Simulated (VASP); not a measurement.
# KI (I4/mmm) in VASP: further runs, part 2 of 2

VASP 6.6.1.

## Step 4: Single point, PBE (strain -0.050 along x and y, +0.025 along z)

File INCAR:

```
  ALGO = Normal
  EDIFF = 1E-6
  ENCUT = 520
  GGA = PE
  ISIF = 2
  ISMEAR = 0
  LASPH = True
  LCHARG = False
  LREAL = False
  LWAVE = False
  NBANDS = 15
  NELM = 80
  PREC = Accurate
  SIGMA = 0.05
```

File KPOINTS:

```
k-points
0
Gamma
  6 6 6
```

File POSCAR:

```
KI
1.0
    0.0000000000      3.3483225000      3.6126637500
    3.3483225000      0.0000000000      3.6126637500
    3.3483225000      3.3483225000      0.0000000000
K I
1 1
Direct
    0.0000000000      0.0000000000      0.0000000000
    0.5000000000      0.5000000000      0.5000000000
```

Potentials or basis: VASP PAW PBE potentials, release 64 (K_sv, I).

On the command line:

```console
$ cat potpaw_PBE.64/K_sv/POTCAR potpaw_PBE.64/I/POTCAR > POTCAR
$ mpirun -np 1 vasp_std > vasp.out
```

OUTCAR:

```text
EDIFF = 1E-6
   ENCUT = 520
   GGA = PE
   ISIF = 2
   ISMEAR = 0
   LASPH = True
   LREAL = False
   NELM = 80
   PREC = Accurate

 ion  position               nearest neighbor table
   1  0.000  0.000  0.000-   2 3.35   2 3.35   2 3.35   2 3.35   2 3.61   2 3.61
   2  0.500  0.500  0.500-   1 3.35   1 3.35   1 3.35   1 3.35   1 3.61   1 3.61

  LATTYP: Found a body centered tetragonal cell.
 ALAT       =     4.7352430907
 C/A-ratio  =     1.5258620015

  Lattice vectors:

 A1 = (  -3.3483225000,   0.0000000000,   3.6126637500)
 A2 = (   3.3483225000,   0.0000000000,   3.6126637500)
 A3 = (   0.0000000000,   3.3483225000,  -3.6126637500)

Analysis of symmetry for initial positions (statically):
=====================================================================
 Subroutine PRICEL returns:
 Original cell was already a primitive cell.

 Routine SETGRP: Setting up the symmetry group for a
 body centered tetragonal supercell.

 Subroutine GETGRP returns: Found 16 space group operations
 (whereof 16 operations were pure point group operations)
 out of a pool of 16 trial point group operations.

The static configuration has the point symmetry D_4h.

Analysis of symmetry for dynamics (positions and initial velocities):
=====================================================================
 Subroutine PRICEL returns:
 Original cell was already a primitive cell.

 Routine SETGRP: Setting up the symmetry group for a
 body centered tetragonal supercell.

 Subroutine GETGRP returns: Found 16 space group operations
 (whereof 16 operations were pure point group operations)
 out of a pool of 16 trial point group operations.

The dynamic configuration has the point symmetry D_4h.

 Subroutine INISYM returns: Found 16 space group operations
 (whereof 16 operations are pure point group operations),
 and found     1 'primitive' translations

----------------------------------------------------------------------------------------

                                     Primitive cell

  volume of cell :      81.0051

  direct lattice vectors                    reciprocal lattice vectors
     0.000000000  3.348322500  3.612663750    -0.149328507  0.149328507  0.138402031
     3.348322500  0.000000000  3.612663750     0.149328507 -0.149328507  0.138402031
     3.348322500  3.348322500  0.000000000     0.149328507  0.149328507 -0.138402031

  length of vectors
     4.925708369  4.925708369  4.735243091     0.252493818  0.252493818  0.252493818

  position of ions in fractional coordinates (direct lattice)
     0.000000000  0.000000000  0.000000000
     0.500000000  0.500000000  0.500000000

  ion indices of the primitive-cell ions
   primitive index   ion index
                 1           1
                 2           2

----------------------------------------------------------------------------------------

 KPOINTS: k-points

Automatic generation of k-mesh.
 Grid dimensions read from file:
 generate k-points for:    6    6    6

 Generating k-lattice:

  Cartesian coordinates                     Fractional coordinates (reciprocal lattice)
    -0.024888085  0.024888085  0.023067005     0.166666667  0.000000000  0.000000000
     0.024888085 -0.024888085  0.023067005     0.000000000  0.166666667  0.000000000
[... 41 lines left out ...]
   number of dos      NEDOS =    301   number of ions     NIONS =      2
   total plane-waves  NPLWV =  57600
   dimension x,y,z NGX =    40 NGY =   40 NGZ =   36
   dimension x,y,z NGXF=    80 NGYF=   80 NGZF=   72
   ions per type =               1   1
   NGX,Y,Z   is equivalent  to a cutoff of  13.50, 13.50, 12.64 a.u.
   NGXF,Y,Z  is equivalent  to a cutoff of  27.00, 27.00, 25.28 a.u.
 SYSTEM =  unknown system
   PREC   = accura    normal or accurate (medium, high low for compatibility)
   ISTART =      0    job   : 0-new  1-cont  2-samecut
   ICHARG =      2    charge: 1-file 2-atom 10-const
   ISPIN  =      1    spin polarized calculation?
   LNONCOLLINEAR =      F non collinear calculations
   LSORBIT =      F    spin-orbit coupling
   LASPH  =      T    aspherical Exc in radial PAW
   ENCUT  =  520.0 eV  38.22 Ry    6.18 a.u.   9.16  9.16  8.80*2*pi/ulx,y,z
   NELM   =     80;   NELMIN=  2; NELMDL= -5     # of ELM steps
   EDIFF  = 0.1E-05   stopping-criterion for ELM
   LREAL  =      F    real-space projection
   EDIFFG = 0.1E-04   stopping-criterion for IOM
   NSW    =      0    number of steps for IOM
   IBRION =     -1    ionic relax: 0-MD 1-quasi-New 2-CG
   NFREE  =      0    steps in history (QN), initial steepest desc. (CG)
   ISIF   =      2    stress and relaxation
   ISYM   =      2    0-nonsym 1-usesym 2-fastsym
   POTIM  = 0.5000    time-step for ionic-motion
   TEBEG  =    0.0;   TEEND  =   0.0 temperature during run
   PSTRESS=    0.0 pullay stress
   NELECT =      16.0000    total number of electrons
   NUPDOWN=      -1.0000    fix difference up-down
   EMIN   =  10.00;   EMAX   =-10.00  energy-range for DOS
   EFERMI =   0.00;   METHOD = LEGACY
   ISMEAR =     0;   SIGMA  =   0.05  broadening in eV -4-tet -1-fermi 0-gaus
   EFERMI_NEDOS =   21; number of points for ismear=-14 and -15
   IALGO  =     38    algorithm
   IMIX   =      4    mixing-type and parameters
     AMIX     =   0.40;   BMIX     =  1.00
     AMIX_MAG =   1.60;   BMIX_MAG =  1.00
  volume/ion in A,a.u.               =      40.50       273.32
  Fermi-wavevector in a.u.,A,eV,Ry     =   0.953405  1.801674 12.367441  0.908981
  Thomas-Fermi vector in A             =   2.082057
   LORBIT       =      0    0 simple, 1 ext, 2 COOP (PROOUT), +10 PAW based schemes
   GGA     = PE    functional components
   LHFCALC =     F    Hartree Fock is set to
   AEXX    =    0.0000 exact exchange contribution
   IVDW    =     0    specifies the selected vdW correction
   LEPSILON=     F    determine dielectric tensor
   LRPA    =     F    only Hartree local field effects (RPA)
 non-spin polarized calculation
 Gauss-broadening in eV      SIGMA  =   0.05
  energy-cutoff  :      520.00
  volume of cell :       81.01
 maximum number of plane-waves:      2205
 NGX is ok and might be reduce to    40
   NGX = 19   NGY = 19   NGZ = 17

 number of electron      16.0000001 magnetization

 Free energy of the ion-electron system (eV)
  ---------------------------------------------------
  ext. energy  EPLUGINS =         0.00000000
  ---------------------------------------------------
  free energy    TOTEN  =        -5.46298543 eV

  energy without entropy =       -5.46298543  energy(sigma->0) =       -5.46298543

 E-fermi :   0.3217     XC(G=0):  -7.5085

 val. band max:        0.0720701210   @ k =   0.0000   0.0000   0.0000
 cond. band min:       4.2040853053   @ k =   0.0000   0.0000   0.0000
 fundamental gap:      4.1320151842
 Fermi energy:         0.3217211224

 k-point     1 :       0.0000    0.0000    0.0000
  band No.  band energies     occupation
      1     -28.3033      2.00000
      2     -11.8094      2.00000
      3     -11.8094      2.00000
      4     -11.8017      2.00000
      5     -10.5964      2.00000
      6       0.0205      2.00000
      7       0.0721      2.00000
      8       0.0721      2.00000
      9       4.2041      0.00000
     10       6.1900      0.00000
     11       6.6746      0.00000
     12       6.6746      0.00000
     13       7.1653      0.00000
     14       7.4295      0.00000
[... 401 lines left out ...]
      2     -11.9193      2.00000
      3     -11.8483      2.00000
      4     -11.8233      2.00000
      5     -10.3342      2.00000
      6      -1.0398      2.00000
      7      -0.5673      2.00000
      8      -0.3921      2.00000
      9       5.2674      0.00000
     10       6.5041      0.00000
     11       7.9876      0.00000
     12       8.4440      0.00000
     13       9.1880      0.00000
     14       9.5632      0.00000
     15      10.2937      0.00000

 [... further k-points ...]

------------------------ aborting loop because EDIFF is reached ----------------------------------------

  FORCE on cell =-STRESS in cart. coord.  units (eV):
  Direction    XX          YY          ZZ          XY          YZ          ZX
  --------------------------------------------------------------------------------------
  -------------------------------------------------------------------------------------
  Total        1.6222535      1.6222535      0.2238755      0.0000000      0.0000000      0.0000000
  in kB       32.0861194     32.0861194      4.4279732      0.0000000      0.0000000      0.0000000
  external PRESSURE =      22.8667373 kB  Pullay stress =       0.0000000 kB

 VOLUME and BASIS-vectors are now :
 -----------------------------------------------------------------------------
  energy-cutoff  :      520.00
  volume of cell :       81.01
      direct lattice vectors                 reciprocal lattice vectors
     0.000000000  3.348322500  3.612663750    -0.149328507  0.149328507  0.138402031
     3.348322500  0.000000000  3.612663750     0.149328507 -0.149328507  0.138402031
     3.348322500  3.348322500  0.000000000     0.149328507  0.149328507 -0.138402031

 POSITION                                       TOTAL-FORCE (eV/Angst)
 -----------------------------------------------------------------------------------
      0.00000      0.00000      0.00000         0.000000     -0.000000      0.000000
      3.34832      3.34832      3.61266        -0.000000      0.000000     -0.000000
 -----------------------------------------------------------------------------------
    total drift:                                0.000000     -0.000000     -0.000000

  FREE ENERGIE OF THE ION-ELECTRON SYSTEM (eV)
  ---------------------------------------------------
  free  energy   TOTEN  =        -5.4629854304 eV

  energy  without entropy=       -5.4629854304  energy(sigma->0) =       -5.46298543
```

OSZICAR:

```text
N       E                     dE             d eps       ncg     rms          rms(c)
DAV:   1     0.890810386065E+02    0.89081E+02   -0.65942E+03   900   0.918E+02
DAV:   2    -0.317845050432E+00   -0.89399E+02   -0.82702E+02  1153   0.216E+02
DAV:   3    -0.530946314967E+01   -0.49916E+01   -0.49701E+01  1275   0.440E+01
DAV:   4    -0.553460538225E+01   -0.22514E+00   -0.22507E+00  1445   0.831E+00
DAV:   5    -0.553604471972E+01   -0.14393E-02   -0.14393E-02  1295   0.652E-01    0.381E+00
DAV:   6    -0.546119952981E+01    0.74845E-01   -0.86705E-02  1138   0.178E+00    0.266E+00
DAV:   7    -0.545882357558E+01    0.23760E-02   -0.11712E-01  1201   0.182E+00    0.799E-01
DAV:   8    -0.546242418865E+01   -0.36006E-02   -0.13401E-02   986   0.766E-01    0.140E-01
DAV:   9    -0.546277554520E+01   -0.35136E-03   -0.65181E-04  1250   0.160E-01    0.718E-02
DAV:  10    -0.546295316997E+01   -0.17762E-03   -0.16045E-04   985   0.704E-02    0.221E-02
DAV:  11    -0.546298541135E+01   -0.32241E-04   -0.46776E-05  1075   0.388E-02    0.188E-02
DAV:  12    -0.546298543037E+01   -0.19022E-07   -0.31314E-06  1193   0.139E-02
   1 F= -.54629854E+01 E0= -.54629854E+01  d E =-.388954E-14
```

stdout:

```text
POSCAR found type information on POSCAR K I
 POSCAR found :  2 types and       2 ions
 scaLAPACK will be used
 LDA part: xc-table for (Slater+PW92), standard interpolation
 POSCAR, INCAR and KPOINTS ok, starting setup
 FFT: planning ... GRIDC
 FFT: planning ... GRID_SOFT
 FFT: planning ... GRID
 WAVECAR not read
 entering main loop
```

Wall time 57 s (1 thread of AMD EPYC 7R43 (Zen 3), shared host); peak memory 0.2 GiB.

Results:

| Quantity | Value |
| --- | --- |
| Free energy | -5.4630 eV |
| Pressure | 2.3 GPa |
| Band gap on the k mesh | 4.13 eV, direct |

Caveat: the cell differs from its parent crystal (strain -0.050 along x and y, +0.025 along z); spin-orbit coupling is left out, which moves the levels of the heavy elements.

## Step 5: The runs side by side

| cell | gap on the mesh (eV) | pressure (GPa) |
| --- | --- | --- |
| a = 5.050, b = 5.050, c = 5.234 Å, angles 58.8, 58.8, 62.4°, 2 atoms | 3.81 | 0.0 |
| a = 5.111, b = 5.111, c = 5.234 Å, angles 59.2, 59.2, 61.6°, 2 atoms | 3.76 | -0.3 |
| a = 4.926, b = 4.926, c = 4.735 Å, angles 61.3, 61.3, 57.5°, 2 atoms | 4.13 | 2.3 |

Alike in all rows: task single point; level PBE; potentials or basis VASP PAW PBE potentials, release 64 (K_sv, I); no spin polarisation; k mesh 6 × 6 × 6; cutoff (eV) 520; smearing gaussian 0.05 eV.

Caveats: spin-orbit coupling is left out, which moves the levels of the heavy elements.

Absolute energies hang on the potentials; compare differences alone.
